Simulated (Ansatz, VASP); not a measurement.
## Two plane-wave programs on Cu

```
Cu
1.0
     2.37867    0.00000    0.00000
    -1.18934    2.05999    0.00000
     0.00000    0.00000    3.88206
Cu
2
Cartesian
  0.0000 1.3733 0.9705
  1.1893 0.6867 2.9115
```

Change from the starting cell: equal strain along all axes, cell held, atoms relaxed: -6.0 %.

Alike in both runs: task single point; functional r2SCAN; k mesh 24 × 24 × 12; occupations gaussian, width 0.1 eV; no spin polarisation.

|  | VASP | Ansatz |
| --- | --- | --- |
| version | VASP 6.6.1 | Ansatz 0.2.0 |
| potentials or method | VASP PAW PBE potentials, release 64 (Cu), cutoff 520 eV | scalar-relativistic, plane waves, PAW |
| valence electrons in the cell | 22 | 38 |

Ansatz gave:

- gap on the k mesh at the Fermi level (eV): none
- pressure (GPa): 47.8
- traceless stress, the component that is largest in VASP (GPa): 0.72

**Question.** Estimate VASP's values.

**Answer.** gap on the k mesh at the Fermi level (eV): none; pressure (GPa): 48.8; traceless stress, the component that is largest in VASP (GPa): 0.79.

VASP's potentials were made for PBE, not for r2SCAN. A gap of «none» marks a metal or a gap that the smearing closes. Both programs put the cell under a high pressure, so it lies far from rest at this level. The functional is the same, so the differences come from potentials, cutoffs and numerics. VASP's potentials hold 22 valence electrons a cell and Ansatz's 38, so a difference there can come from the potentials and not from the codes.
